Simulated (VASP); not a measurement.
# AgI (F-43m) in VASP: notebook, part 2 of 2

VASP 6.6.1. Earlier steps stand in the parts before.

## Step 5: Relaxation of cell and atoms, r2SCAN, target pressure 1 GPa, at which the enthalpy is minimised

This run uses another cell than the first one, of 35.57 Å³/atom.

Input file POSCAR:

```
AgI
1.0
    0.0000000000      3.2886554208      3.2886554208
    3.2886554208      0.0000000000      3.2886554208
    3.2886554208      3.2886554208      0.0000000000
Ag I
1 1
Direct
    0.0000000000      0.0000000000      0.0000000000
    0.7500000000      0.7500000000      0.7500000000
```

Input file INCAR.step1:

```
PREC     = Accurate       # precision mode
ENCUT    = 550            # plane-wave cutoff, eV
ISMEAR   = 0              # smearing method
SIGMA    = 0.01           # smearing width, eV
LREAL    = F              # projectors in reciprocal space
LASPH    = T              # aspherical terms in the spheres
NELM     = 120            # most SCF steps
GGA      = PE             # functional
ALGO     = Normal         # electronic algorithm
EDIFF    = 1E-5           # SCF threshold, eV
LWAVE    = T              # write WAVECAR
LCHARG   = F              # write CHGCAR
GGA_COMPAT= F            
IBRION   = 2              # ionic algorithm
ISIF     = 3              # what is computed and relaxed
EDIFFG   = -0.005         # ionic threshold
NELMIN   = 4            
NSW      = 100            # ionic steps
```

Input file INCAR.step2:

```
PREC     = Accurate       # precision mode
ENCUT    = 550            # plane-wave cutoff, eV
EDIFF    = 1E-7           # SCF threshold, eV
ISMEAR   = 0              # smearing method
SIGMA    = 0.01           # smearing width, eV
LREAL    = F              # projectors in reciprocal space
LASPH    = T              # aspherical terms in the spheres
NELM     = 120            # most SCF steps
ALGO     = Normal         # electronic algorithm
ISIF     = 3              # what is computed and relaxed
LWAVE    = F              # write WAVECAR
LCHARG   = F              # write CHGCAR
METAGGA  = R2SCAN         # meta-GGA
LMIXTAU  = T            
IBRION   = 2              # ionic algorithm
NSW      = 100            # ionic steps
EDIFFG   = -0.002         # ionic threshold
PSTRESS  = 10.0         
ISTART   = 1            
GGA_COMPAT= F            
NELMIN   = 4
```

Input file KPOINTS:

```
regular mesh
0
Gamma
  8 8 8
```

Potentials or basis: VASP PAW PBE potentials, release 64 (Ag, I).

Launch:

```console
cat potpaw_PBE.64/Ag/POTCAR potpaw_PBE.64/I/POTCAR > POTCAR
cp INCAR.step1 INCAR
mpirun -np 1 vasp_std > vasp.out
cp INCAR.step2 INCAR
mpirun -np 1 vasp_std > vasp.out
```

OUTCAR:

```text
PREC = Accurate
   ENCUT = 550
   EDIFF = 1E-7
   ISMEAR = 0
   LREAL = F
   LASPH = T
   NELM = 120
   ISIF = 3
   METAGGA = R2SCAN
   IBRION = 2
   NSW = 100
   EDIFFG = -0.002
   PSTRESS = 10.0
   ISTART = 1
   NELMIN = 4

 ion  position               nearest neighbor table
   1  0.000  0.000  0.000-   2 2.85   2 2.85   2 2.85   2 2.85
   2  0.750  0.750  0.750-   1 2.85   1 2.85   1 2.85   1 2.85

  LATTYP: Found a face centered cubic cell.
 ALAT       =     6.5773108416

  Lattice vectors:

 A1 = (   0.0000000000,   3.2886554208,   3.2886554208)
 A2 = (   3.2886554208,   0.0000000000,   3.2886554208)
 A3 = (   3.2886554208,   3.2886554208,   0.0000000000)

[... 257 lines left out ...]
  free energy    TOTEN  =       -46.51938975 eV

  energy without entropy =      -46.51938975  energy(sigma->0) =      -46.51938975

 E-fermi :   2.8918     XC(G=0):  -8.9325

 val. band max:        2.8486045393   @ k =   0.0000   0.0000   0.0000
 cond. band min:       4.6391115005   @ k =   0.0000   0.0000   0.0000
 fundamental gap:      1.7905069612
 Fermi energy:         2.8917639067

 k-point     1 :       0.0000    0.0000    0.0000
  band No.  band energies     occupation
      1     -10.3485      2.00000
      2      -1.4723      2.00000
      3      -1.4723      2.00000
      4      -1.4723      2.00000
      5      -0.2403      2.00000
      6      -0.2403      2.00000
      7       2.8486      2.00000
      8       2.8486      2.00000
      9       2.8486      2.00000
     10       4.6391      0.00000
     11       9.0879      0.00000
     12       9.0879      0.00000
     13       9.0879      0.00000
[... 354 lines left out ...]
  band No.  band energies     occupation
      1      -9.9979      2.00000
      2      -1.3606      2.00000
      3      -1.2592      2.00000
      4      -1.0938      2.00000
      5      -0.2779      2.00000
      6      -0.1948      2.00000
      7       0.0010      2.00000
      8       1.2930      2.00000
      9       1.7382      2.00000
     10       7.1857      0.00000
     11       8.5646      0.00000
     12       9.8036      0.00000
     13      10.8605      0.00000

 [... further k-points ...]
[... 5 lines left out ...]
  --------------------------------------------------------------------------------------
  -------------------------------------------------------------------------------------
  Total        0.4283170      0.4283170      0.4283170      0.0000000      0.0000000      0.0000000
  in kB        9.9946656      9.9946656      9.9946656      0.0000000      0.0000000      0.0000000
  external PRESSURE =      -0.0053344 kB  Pullay stress =      10.0000000 kB
[... 21 lines left out ...]
  energy  without entropy=      -46.5193897472  energy(sigma->0) =      -46.51938975

  enthalpy is  TOTEN    =       -46.0908441842 eV   P V=        0.4285455630

 reached required accuracy - stopping structural energy minimisation
```

OUTCAR.step1:

```text
PREC = Accurate
   ENCUT = 550
   ISMEAR = 0
   LREAL = F
   LASPH = T
   NELM = 120
   GGA = PE
[... 855 lines left out ...]
  -------------------------------------------------------------------------------------
  Total        0.0028670      0.0028670      0.0028670      0.0000000     -0.0000000     -0.0000000
  in kB        0.0633386      0.0633386      0.0633386      0.0000000     -0.0000000     -0.0000000
  external PRESSURE =       0.0633386 kB  Pullay stress =       0.0000000 kB
[... 17 lines left out ...]
  FREE ENERGIE OF THE ION-ELECTRON SYSTEM (eV)
  ---------------------------------------------------
  free  energy   TOTEN  =        -4.7914982161 eV

  energy  without entropy=       -4.7914982161  energy(sigma->0) =       -4.79149822

 reached required accuracy - stopping structural energy minimisation
```

Run time: 3 min. Hardware: 1 thread of Intel Xeon 6975P-C (Granite Rapids), shared host; peak memory 0.25 GiB.

Results:

```yaml
Free_energy: -46.5194 eV
Relaxed_volume: 34.33 Å³/atom
Relaxed_cell: a = 4.596 Å, b = 4.596 Å, c = 4.596 Å, α = 60.00°, β = 60.00°, γ = 60.00°
Space_group_after_relaxing_to_0.1_Å: F-43m (No. 216)
Energy_change_on_relaxing_the_run_minimises_the_enthalpy: +3.2 meV/atom
Ionic_steps: 3
Pressure_after_relaxing: 1.0 GPa
Band_gap_on_the_k_mesh: 1.79 eV
```

The path:
```tsv
step	energy change (eV)	largest force (eV/Å)	pressure (GPa)	volume (Å³)
1	0.0000	0.0000	-0.12	71.14
2	0.0068	0.0000	1.03	68.61
3	0.0064	0.0000	1.00	68.66
```

Final structure:
```
Ag I
1.0
     0.00000    3.25007    3.25007
     3.25007    0.00000    3.25007
     3.25007    3.25007    0.00000
Ag I
1 1
Direct
  0.00000 0.00000 0.00000
  0.75000 0.75000 0.75000
```

Caveat: the cell is relaxed towards a set pressure, so the run minimises the enthalpy, not the energy; the PAW data sets were made with another functional, which shifts forces and pressure a little; spin-orbit coupling is left out, which moves the levels of the heavy elements.

## Step 6: Relaxation of cell and atoms, r2SCAN, target pressure 2 GPa, at which the enthalpy is minimised

This run uses another cell than the first one, of 35.57 Å³/atom.

POSCAR is that of step 5.

Input file INCAR.step1:

```
SYSTEM = AgI
PREC     = Accurate       ! precision mode
ENCUT    = 550            ! plane-wave cutoff, eV
ISMEAR   = 0              ! smearing method
SIGMA    = 0.01           ! smearing width, eV
LREAL    = .False.        ! projectors in reciprocal space
LASPH    = .True.         ! aspherical terms in the spheres
NELM     = 120            ! most SCF steps
GGA      = PE             ! functional
ALGO     = Normal         ! electronic algorithm
EDIFF    = 1E-5           ! SCF threshold, eV
LWAVE    = .True.         ! write WAVECAR
LCHARG   = .False.        ! write CHGCAR
GGA_COMPAT= .False.      
IBRION   = 2              ! ionic algorithm
ISIF     = 3              ! what is computed and relaxed
EDIFFG   = -0.005         ! ionic threshold
NELMIN   = 4            
NSW      = 100            ! ionic steps
```

Input file INCAR.step2:

```
SYSTEM = AgI
PREC     = Accurate       ! precision mode
ENCUT    = 550            ! plane-wave cutoff, eV
EDIFF    = 1E-7           ! SCF threshold, eV
ISMEAR   = 0              ! smearing method
SIGMA    = 0.01           ! smearing width, eV
LREAL    = .False.        ! projectors in reciprocal space
LASPH    = .True.         ! aspherical terms in the spheres
NELM     = 120            ! most SCF steps
ALGO     = Normal         ! electronic algorithm
ISIF     = 3              ! what is computed and relaxed
LWAVE    = .False.        ! write WAVECAR
LCHARG   = .False.        ! write CHGCAR
METAGGA  = R2SCAN         ! meta-GGA
LMIXTAU  = .True.       
IBRION   = 2              ! ionic algorithm
NSW      = 100            ! ionic steps
EDIFFG   = -0.002         ! ionic threshold
PSTRESS  = 20.0         
ISTART   = 1            
GGA_COMPAT= .False.      
NELMIN   = 4
```

Input file KPOINTS:

```
Automatic mesh
0
Gamma
  8 8 8
  0 0 0
```

Potentials or basis: VASP PAW PBE potentials, release 64 (Ag, I).

Launch:

```console
cat potpaw_PBE.64/Ag/POTCAR potpaw_PBE.64/I/POTCAR > POTCAR
cp INCAR.step1 INCAR
mpirun -np 1 vasp_std > vasp.out
cp INCAR.step2 INCAR
mpirun -np 1 vasp_std > vasp.out
```

Run time: 2.7 min. Hardware: 1 thread of Intel Xeon 6975P-C (Granite Rapids), shared host; peak memory 0.25 GiB.

Results (log left out):

```yaml
Free_energy: -46.5024 eV
Relaxed_volume: 33.41 Å³/atom
Relaxed_cell: a = 4.555 Å, b = 4.555 Å, c = 4.555 Å, α = 60.00°, β = 60.00°, γ = 60.00°
Space_group_after_relaxing_to_0.1_Å: F-43m (No. 216)
Energy_change_on_relaxing_the_run_minimises_the_enthalpy: +11.7 meV/atom
Ionic_steps: 3
Pressure_after_relaxing: 2.0 GPa
Band_gap_on_the_k_mesh: 1.79 eV
```

Step by step:
| step | energy change (eV) | largest force (eV/Å) | pressure (GPa) | volume (Å³) |
| --- | --- | --- | --- | --- |
| 1 | 0.0000 | 0.0000 | -0.12 | 71.14 |
| 2 | 0.0291 | 0.0000 | 2.26 | 66.40 |
| 3 | 0.0235 | 0.0000 | 2.01 | 66.83 |

Final structure:
```
Ag I
1.0
     0.00000    3.22084    3.22084
     3.22084    0.00000    3.22084
     3.22084    3.22084    0.00000
Ag I
1 1
Direct
  0.00000 0.00000 0.00000
  0.75000 0.75000 0.75000
```

Levels at points of the mesh, in eV from the valence-band top:
| k point | band 6 | band 7 | band 8 | band 9 | band 10 | band 11 | band 12 | band 13 |
| --- | --- | --- | --- | --- | --- | --- | --- | --- |
| (0.00, 0.00, 0.00) | -3.21 | 0.00 | 0.00 | 0.00 | 1.79 | 6.19 | 6.19 | 6.19 |
| (0.50, 0.00, 0.00) | -3.18 | -3.06 | -0.77 | -0.77 | 3.19 | 6.62 | 6.62 | 7.56 |
| (0.50, 0.50, 0.00) | -3.09 | -2.70 | -1.91 | -1.91 | 3.81 | 4.19 | 9.09 | 10.41 |

Caveat: the cell is relaxed towards a set pressure, so the run minimises the enthalpy, not the energy; the PAW data sets were made with another functional, which shifts forces and pressure a little; spin-orbit coupling is left out, which moves the levels of the heavy elements.

## Step 7: Summary

```csv
task,cell,k mesh,smearing,gap on the mesh (eV),pressure (GPa)
single point,"a = 4.560 Å, angles 60.0°, 2 atoms",8 × 8 × 8,gaussian 0.01 eV,1.79,1.9
single point,"a = 4.602 Å, angles 60.0°, 2 atoms",8 × 8 × 8,gaussian 0.01 eV,1.79,0.9
single point,"a = 4.651 Å, angles 60.0°, 2 atoms",14 × 14 × 14,fermi-dirac 0.1 eV,1.79,-0.1
relaxation of cell and atoms,"relaxed to 1 GPa from a = 4.651 Å, angles 60.0°, 2 atoms",8 × 8 × 8,gaussian 0.01 eV,1.79,1.0
relaxation of cell and atoms,"relaxed to 2 GPa from a = 4.651 Å, angles 60.0°, 2 atoms",8 × 8 × 8,gaussian 0.01 eV,1.79,2.0
```

Alike in all rows: level r2SCAN; potentials or basis VASP PAW PBE potentials, release 64 (Ag, I); no spin polarisation; cutoff (eV) 550.

Caveats: the PAW data sets were made with another functional, which shifts forces and pressure a little; spin-orbit coupling is left out, which moves the levels of the heavy elements; the cell is relaxed towards a set pressure, so the run minimises the enthalpy, not the energy (at least some runs).

Absolute energies hang on the potentials; compare differences alone.
